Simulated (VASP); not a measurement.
# Cu (Cmcm) in VASP: notebook

Cu is run at these levels: PBEsol; tasks: single point.

All numbers are computed with VASP 6.6.1; they aren't measurements. Logs are shortened: lines on timing, memory, paths and dates and some standing lists are left out, and cuts for length are marked.

### Step 1. The cell of the first run

It takes space group Cmcm (No. 63, orthorhombic). The conventional cell has a = 2.437 Å, b = 7.953 Å, c = 2.475 Å, α = 90.00°, β = 90.00°, γ = 90.00°. Cu (site symmetry m2m) has 10 Cu at 2.44 to 2.54 Å within 3.2 Å.

### Step 2. Single point, PBEsol

INCAR reads:

```
SYSTEM = Cu
PREC = Accurate ; ENCUT = 520
EDIFF = 1E-6 ; ISMEAR = -1
SIGMA = 0.15 ; LREAL = .FALSE.
LASPH = .TRUE. ; NELM = 80
ALGO = Normal ; ISIF = 2
LWAVE = .FALSE. ; LCHARG = .FALSE.
GGA = PS ; NBANDS = 18
```

KPOINTS reads:

```
regular mesh
0
G
  12 12 11
  0 0 0
```

POSCAR reads:

```
Cu
1.0
    1.2184640000     -3.9763780000      0.0000000000
    1.2184640000      3.9763780000      0.0000000000
    0.0000000000      0.0000000000      2.4754960000
Cu
2
Direct
    0.1338670000      0.8661330000      0.2500000000
    0.8661330000      0.1338670000      0.7500000000
```

Potentials or basis: VASP PAW PBE potentials, release 64 (Cu).

On the command line:

```bash
> cat potpaw_PBE.64/Cu/POTCAR > POTCAR
> mpirun -np 1 vasp_std > vasp.out
```

OUTCAR:

```text
SYSTEM = Cu
   PREC = Accurate
   ENCUT = 520
   EDIFF = 1E-6
   ISMEAR = -1
   LREAL = .FALSE.
   LASPH = .TRUE.
   NELM = 80
   ISIF = 2
   GGA = PS

 ion  position               nearest neighbor table
   1  0.134  0.866  0.250-   2 2.46   2 2.46   2 2.54   2 2.54   2 2.54   2 2.54
   2  0.866  0.134  0.750-   1 2.46   1 2.46   1 2.54   1 2.54   1 2.54   1 2.54

  LATTYP: Found a base centered orthorhombic cell.
 ALAT       =     2.4369280000
 B/A-ratio  =     3.2634349476
 C/A-ratio  =     1.0158264832

  Lattice vectors:

 A1 = (   1.2184640000,  -3.9763780000,   0.0000000000)
 A2 = (   1.2184640000,   3.9763780000,   0.0000000000)
 A3 = (   0.0000000000,   0.0000000000,   2.4754960000)

Analysis of symmetry for initial positions (statically):
=====================================================================
 Subroutine PRICEL returns:
 Original cell was already a primitive cell.

 Routine SETGRP: Setting up the symmetry group for a
 base centered orthorhombic supercell.

 Subroutine GETGRP returns: Found  8 space group operations
 (whereof  4 operations were pure point group operations)
 out of a pool of  8 trial point group operations.

The static configuration has the point symmetry C_2h.
 The point group associated with its full space group is D_2h.

Analysis of symmetry for dynamics (positions and initial velocities):
=====================================================================
 Subroutine PRICEL returns:
 Original cell was already a primitive cell.

 Routine SETGRP: Setting up the symmetry group for a
 base centered orthorhombic supercell.

 Subroutine GETGRP returns: Found  8 space group operations
 (whereof  4 operations were pure point group operations)
 out of a pool of  8 trial point group operations.

The dynamic configuration has the point symmetry C_2h.
 The point group associated with its full space group is D_2h.

 Subroutine INISYM returns: Found  8 space group operations
 (whereof  4 operations are pure point group operations),
 and found     1 'primitive' translations

----------------------------------------------------------------------------------------

                                     Primitive cell

  volume of cell :      23.9879

  direct lattice vectors                    reciprocal lattice vectors
     1.218464000 -3.976378000  0.000000000     0.410352706 -0.125742573  0.000000000
     1.218464000  3.976378000  0.000000000     0.410352706  0.125742573  0.000000000
     0.000000000  0.000000000  2.475496000     0.000000000  0.000000000  0.403959449

  length of vectors
     4.158874429  4.158874429  2.475496000     0.429185902  0.429185902  0.403959449

  position of ions in fractional coordinates (direct lattice)
     0.133867000  0.866133000  0.250000000
     0.866133000  0.133867000  0.750000000

  ion indices of the primitive-cell ions
   primitive index   ion index
                 1           1
                 2           2

----------------------------------------------------------------------------------------

 KPOINTS: regular mesh

Automatic generation of k-mesh.
 Grid dimensions read from file:
 generate k-points for:   12   12   11

 Generating k-lattice:

  Cartesian coordinates                     Fractional coordinates (reciprocal lattice)
     0.034196059 -0.010478548  0.000000000     0.083333333  0.000000000  0.000000000
     0.034196059  0.010478548  0.000000000     0.000000000  0.083333333  0.000000000
     0.000000000  0.000000000  0.036723586     0.000000000  0.000000000  0.090909091

  Length of vectors
     0.035765492  0.035765492  0.036723586

  Shift w.r.t. Gamma in fractional coordinates (k-lattice)
     0.000000000  0.000000000  0.000000000

 Subroutine IBZKPT returns following result:
 ===========================================

 Found    258 irreducible k-points:

 Following reciprocal coordinates:
            Coordinates               Weight
  0.000000  0.000000  0.000000      1.000000
  0.083333 -0.000000  0.000000      4.000000
  0.166667 -0.000000  0.000000      4.000000
  0.250000  0.000000  0.000000      4.000000
  0.333333 -0.000000  0.000000      4.000000
  0.416667  0.000000  0.000000      4.000000
[... 16 lines left out ...]
  0.500000  0.166667  0.000000      4.000000
 -0.416667  0.166667  0.000000      4.000000
 [... further k-points ...]
   k-points           NKPTS =    258   k-points in BZ     NKDIM =    258   number of bands    NBANDS=     18
   number of dos      NEDOS =    301   number of ions     NIONS =      2
   total plane-waves  NPLWV =  18432
   dimension x,y,z NGX =    32 NGY =   32 NGZ =   18
   dimension x,y,z NGXF=    64 NGYF=   64 NGZF=   36
   ions per type =               2
   NGX,Y,Z   is equivalent  to a cutoff of  12.79, 12.79, 12.09 a.u.
   NGXF,Y,Z  is equivalent  to a cutoff of  25.58, 25.58, 24.18 a.u.
 SYSTEM =  Cu
   PREC   = accura    normal or accurate (medium, high low for compatibility)
   ISTART =      0    job   : 0-new  1-cont  2-samecut
   ICHARG =      2    charge: 1-file 2-atom 10-const
   ISPIN  =      1    spin polarized calculation?
   LNONCOLLINEAR =      F non collinear calculations
   LSORBIT =      F    spin-orbit coupling
   LASPH  =      T    aspherical Exc in radial PAW
   ENCUT  =  520.0 eV  38.22 Ry    6.18 a.u.   7.73  7.73  4.60*2*pi/ulx,y,z
   NELM   =     80;   NELMIN=  2; NELMDL= -5     # of ELM steps
   EDIFF  = 0.1E-05   stopping-criterion for ELM
   LREAL  =      F    real-space projection
   EDIFFG = 0.1E-04   stopping-criterion for IOM
   NSW    =      0    number of steps for IOM
   IBRION =     -1    ionic relax: 0-MD 1-quasi-New 2-CG
   NFREE  =      0    steps in history (QN), initial steepest desc. (CG)
   ISIF   =      2    stress and relaxation
   ISYM   =      2    0-nonsym 1-usesym 2-fastsym
   POTIM  = 0.5000    time-step for ionic-motion
   TEBEG  =    0.0;   TEEND  =   0.0 temperature during run
   PSTRESS=    0.0 pullay stress
   NELECT =      22.0000    total number of electrons
   NUPDOWN=      -1.0000    fix difference up-down
   EMIN   =  10.00;   EMAX   =-10.00  energy-range for DOS
   EFERMI =   0.00;   METHOD = LEGACY
   ISMEAR =    -1;   SIGMA  =   0.15  broadening in eV -4-tet -1-fermi 0-gaus
   EFERMI_NEDOS =   21; number of points for ismear=-14 and -15
   IALGO  =     38    algorithm
   IMIX   =      4    mixing-type and parameters
     AMIX     =   0.40;   BMIX     =  1.00
     AMIX_MAG =   1.60;   BMIX_MAG =  1.00
  volume/ion in A,a.u.               =      11.99        80.94
  Fermi-wavevector in a.u.,A,eV,Ry     =   1.590565  3.005733 34.421356  2.529898
  Thomas-Fermi vector in A             =   2.689241
   LORBIT       =      0    0 simple, 1 ext, 2 COOP (PROOUT), +10 PAW based schemes
   GGA     = PS    functional components
   LHFCALC =     F    Hartree Fock is set to
   AEXX    =    0.0000 exact exchange contribution
   IVDW    =     0    specifies the selected vdW correction
   LEPSILON=     F    determine dielectric tensor
   LRPA    =     F    only Hartree local field effects (RPA)
 non-spin polarized calculation
  energy-cutoff  :      520.00
  volume of cell :       23.99
 maximum number of plane-waves:       670
   NGX = 15   NGY = 15   NGZ =  9

 number of electron      21.9999988 magnetization

 Free energy of the ion-electron system (eV)
  ---------------------------------------------------
  ext. energy  EPLUGINS =         0.00000000
  ---------------------------------------------------
  free energy    TOTEN  =        -8.32527626 eV

  energy without entropy =       -8.28515906  energy(sigma->0) =       -8.30521766

 E-fermi :   7.1896     XC(G=0): -12.7839

 val. band max:        7.1844812636   @ k =   0.3333   0.3333   0.2727
 cond. band min:       7.1924827374   @ k =   0.1667   0.0833   0.4545
 fundamental gap:      0.0080014737
 Fermi energy:         7.1895703615

 k-point     1 :       0.0000    0.0000    0.0000
  band No.  band energies     occupation
      1      -2.0682      2.00000
      2       2.2394      2.00000
      3       2.9994      2.00000
      4       3.4798      2.00000
      5       4.1909      2.00000
      6       4.4552      2.00000
[... 10 lines left out ...]
     17      26.7712      0.00000
     18      28.7482      0.00000

 k-point     2 :       0.0833   -0.0000    0.0000
  band No.  band energies     occupation
      1      -1.8678      2.00000
      2       2.3150      2.00000
      3       3.0743      2.00000
      4       3.5489      2.00000
      5       4.2137      2.00000
      6       4.4468      2.00000
[... 10 lines left out ...]
     17      27.3651      0.00000
     18      30.5468      0.00000

 k-point     3 :       0.1667   -0.0000    0.0000
  band No.  band energies     occupation
      1      -1.2806      2.00000
      2       2.5039      2.00000
      3       3.2758      2.00000
      4       3.7287      2.00000
      5       4.2220      2.00000
      6       4.2745      2.00000
[... 10 lines left out ...]
     17      27.6699      0.00000
     18      30.9734      0.00000

 k-point     4 :       0.2500    0.0000    0.0000
  band No.  band energies     occupation
      1      -0.3585      2.00000
      2       2.7108      2.00000
      3       3.5052      2.00000
      4       3.6038      2.00000
      5       4.1669      2.00000
      6       4.3505      2.00000
[... 375 lines left out ...]
      4       3.9745      2.00000
      5       4.0310      2.00000
      6       4.4296      2.00000
[... 10 lines left out ...]
     17      28.9079      0.00000
     18      28.9125      0.00000

 k-point    23 :       0.5000    0.1667    0.0000
  band No.  band energies     occupation
      1       1.3062      2.00000
      2       2.4818      2.00000
      3       3.5710      2.00000
      4       3.7131      2.00000
      5       4.0733      2.00000
      6       4.5101      2.00000
[... 10 lines left out ...]
     17      26.9454      0.00000
     18      28.6386      0.00000

 k-point    24 :      -0.4167    0.1667    0.0000
  band No.  band energies     occupation
      1       0.2336      2.00000
      2       2.4648      2.00000
      3       3.3687      2.00000
      4       3.6155      2.00000
      5       4.0565      2.00000
      6       4.5053      2.00000
[... 10 lines left out ...]
     17      27.7403      0.00000
     18      28.5804      0.00000

 [... further k-points ...]
[... 5 lines left out ...]
  --------------------------------------------------------------------------------------
  -------------------------------------------------------------------------------------
  Total       -0.1140544     -0.1443820     -0.0708311      0.0000000      0.0000000      0.0000000
  in kB       -7.6178111     -9.6434213     -4.7308793      0.0000000      0.0000000      0.0000000
  external PRESSURE =      -7.3307039 kB  Pullay stress =       0.0000000 kB

 VOLUME and BASIS-vectors are now :
 -----------------------------------------------------------------------------
  energy-cutoff  :      520.00
  volume of cell :       23.99
      direct lattice vectors                 reciprocal lattice vectors
     1.218464000 -3.976378000  0.000000000     0.410352706 -0.125742573  0.000000000
     1.218464000  3.976378000  0.000000000     0.410352706  0.125742573  0.000000000
     0.000000000  0.000000000  2.475496000     0.000000000  0.000000000  0.403959449

 POSITION                                       TOTAL-FORCE (eV/Angst)
 -----------------------------------------------------------------------------------
      1.21846      2.91177      0.61887         0.000000     -0.003051      0.000000
      1.21846     -2.91177      1.85662         0.000000      0.003051     -0.000000
 -----------------------------------------------------------------------------------
    total drift:                                0.000000     -0.000000      0.000000

  FREE ENERGIE OF THE ION-ELECTRON SYSTEM (eV)
  ---------------------------------------------------
  free  energy   TOTEN  =        -8.3252762649 eV

  energy  without entropy=       -8.2851590593  energy(sigma->0) =       -8.30521766
```

It took 2.5 min on 1 thread of AMD EPYC 7R13, shared host; peak memory 0.19 GiB.

Results:

| Property | Result |
| --- | --- |
| Free energy | -8.3253 eV |
| Pressure | -0.7 GPa |
| Largest force | 0.003 eV/Å |
| Band gap on the k mesh | zero (band 11 reaches 10.66 eV, above the bottom of band 12 at 5.58 eV) |

Forces in eV/Å, atoms in the order of the input:
```
Cu   0.000 -0.003  0.000
Cu   0.000  0.003  0.000
```

Stress tensor (GPa, compression positive):
```
-0.76  0.00  0.00
 0.00 -0.96  0.00
 0.00  0.00 -0.47
```

Caveat: the PAW data sets were made with another functional, which shifts forces and pressure a little.

### Step 3. Single point, PBEsol

INCAR reads:

```
PREC = Accurate
ENCUT = 520
EDIFF = 1E-6
ISMEAR = -1
SIGMA = 0.15
LREAL = False
LASPH = True
NELM = 100
ALGO = Normal
ISIF = 2
LWAVE = False
LCHARG = False
GGA = PS
NBANDS = 18
```

KPOINTS reads:

```
Automatic mesh
0
Gamma
  12 12 11
```

POSCAR is that of step 2.

Potentials or basis: VASP PAW PBE potentials, release 64 (Cu).

On the command line:

```bash
> cat potpaw_PBE.64/Cu/POTCAR > POTCAR
> mpirun -np 1 vasp_std > vasp.out
```

OUTCAR:

```text
PREC = Accurate
   ENCUT = 520
   EDIFF = 1E-6
   ISMEAR = -1
   LREAL = False
   LASPH = True
   NELM = 100
   ISIF = 2
   GGA = PS

 ion  position               nearest neighbor table
   1  0.134  0.866  0.250-   2 2.46   2 2.46   2 2.54   2 2.54   2 2.54   2 2.54
   2  0.866  0.134  0.750-   1 2.46   1 2.46   1 2.54   1 2.54   1 2.54   1 2.54

  LATTYP: Found a base centered orthorhombic cell.
 ALAT       =     2.4369280000
 B/A-ratio  =     3.2634349476
 C/A-ratio  =     1.0158264832

  Lattice vectors:
[... 192 lines left out ...]
      4       3.4798      2.00000
      5       4.1909      2.00000
      6       4.4552      2.00000
[... 481 lines left out ...]
      5       4.0565      2.00000
      6       4.5053      2.00000
[... 10 lines left out ...]
     17      27.7403      0.00000
     18      28.5804      0.00000

 [... further k-points ...]
[... 5 lines left out ...]
  --------------------------------------------------------------------------------------
  -------------------------------------------------------------------------------------
  Total       -0.1140544     -0.1443820     -0.0708311      0.0000000      0.0000000      0.0000000
  in kB       -7.6178111     -9.6434213     -4.7308793      0.0000000      0.0000000      0.0000000
  external PRESSURE =      -7.3307039 kB  Pullay stress =       0.0000000 kB

 VOLUME and BASIS-vectors are now :
 -----------------------------------------------------------------------------
  energy-cutoff  :      520.00
  volume of cell :       23.99
      direct lattice vectors                 reciprocal lattice vectors
     1.218464000 -3.976378000  0.000000000     0.410352706 -0.125742573  0.000000000
     1.218464000  3.976378000  0.000000000     0.410352706  0.125742573  0.000000000
     0.000000000  0.000000000  2.475496000     0.000000000  0.000000000  0.403959449

 POSITION                                       TOTAL-FORCE (eV/Angst)
 -----------------------------------------------------------------------------------
      1.21846      2.91177      0.61887         0.000000     -0.003051      0.000000
      1.21846     -2.91177      1.85662         0.000000      0.003051     -0.000000
 -----------------------------------------------------------------------------------
    total drift:                                0.000000     -0.000000      0.000000

  FREE ENERGIE OF THE ION-ELECTRON SYSTEM (eV)
  ---------------------------------------------------
  free  energy   TOTEN  =        -8.3252762649 eV

  energy  without entropy=       -8.2851590593  energy(sigma->0) =       -8.30521766
```

OSZICAR:

```text
N       E                     dE             d eps       ncg     rms          rms(c)
DAV:   1     0.120915015658E+03    0.12092E+03   -0.10479E+04  9978   0.217E+03
DAV:   2    -0.413362943266E+01   -0.12505E+03   -0.11846E+03  9310   0.287E+02
DAV:   3    -0.103498566718E+02   -0.62162E+01   -0.59866E+01 10514   0.868E+01
DAV:   4    -0.104161767361E+02   -0.66320E-01   -0.66267E-01 11064   0.961E+00
DAV:   5    -0.104170528850E+02   -0.87615E-03   -0.87611E-03 11582   0.955E-01    0.118E+01
DAV:   6    -0.923255871557E+01    0.11845E+01   -0.13767E+01  9960   0.106E+02    0.616E+00
DAV:   7    -0.834947596787E+01    0.88308E+00   -0.27891E+00 10092   0.437E+01    0.659E-01
DAV:   8    -0.833162433829E+01    0.17852E-01   -0.37313E-02 13984   0.306E+00    0.596E-01
DAV:   9    -0.832560873840E+01    0.60156E-02   -0.68497E-03 11260   0.227E+00    0.121E-01
DAV:  10    -0.832527332329E+01    0.33542E-03   -0.48593E-04 15264   0.398E-01    0.741E-03
DAV:  11    -0.832527622063E+01   -0.28973E-05   -0.13174E-05 13836   0.449E-02    0.520E-03
DAV:  12    -0.832527626493E+01   -0.44301E-07   -0.90694E-07  6176   0.215E-02
   1 F= -.83252763E+01 E0= -.83052177E+01  d E =-.401172E-01
```

stdout:

```text
POSCAR found type information on POSCAR Cu
 POSCAR found :  1 types and       2 ions
 scaLAPACK will be used
 -----------------------------------------------------------------------------
|                                                                             |
|                                                                             |
|     You enforced a specific xc type in the INCAR file but a different       |
|     I HOPE YOU KNOW WHAT YOU ARE DOING!                                     |
|                                                                             |
 -----------------------------------------------------------------------------

 LDA part: xc-table for (Slater+PW92), standard interpolation
 POSCAR, INCAR and KPOINTS ok, starting setup
 FFT: planning ... GRIDC
 FFT: planning ... GRID_SOFT
 FFT: planning ... GRID
 WAVECAR not read
 entering main loop
```

It took 2.6 min on 1 thread of AMD EPYC 7R13, shared host; peak memory 0.19 GiB.

Results:

```yaml
Free_energy: -8.3253 eV
Pressure: -0.7 GPa
Largest_force: 0.003 eV/Å
Band_gap_on_the_k_mesh: zero (band 11 reaches 10.66 eV, above the bottom of band 12 at 5.58 eV)
```

Forces on the atoms (eV/Å):
```
Cu   0.000 -0.003  0.000
Cu   0.000  0.003  0.000
```

Stress tensor (GPa, compression positive):
```
-0.76  0.00  0.00
 0.00 -0.96  0.00
 0.00  0.00 -0.47
```

Levels at points of the mesh, in eV from the Fermi level:
| k point | band 7 | band 8 | band 9 | band 10 | band 11 | band 12 | band 13 | band 14 | band 15 | band 16 |
| --- | --- | --- | --- | --- | --- | --- | --- | --- | --- | --- |
| (0.00, 0.00, 0.00) | -2.31 | -2.00 | -1.80 | -1.66 | -1.42 | -0.07 | 4.81 | 14.74 | 18.39 | 19.26 |
| (0.50, 0.00, 0.00) | -2.67 | -2.47 | -2.09 | -1.63 | -0.46 | 1.29 | 2.52 | 6.88 | 12.89 | 15.68 |
| (0.50, 0.50, 0.00) | -2.56 | -2.28 | -2.26 | -1.89 | -1.57 | -1.50 | 13.61 | 15.28 | 15.55 | 17.61 |

Caveat: the PAW data sets were made with another functional, which shifts forces and pressure a little.
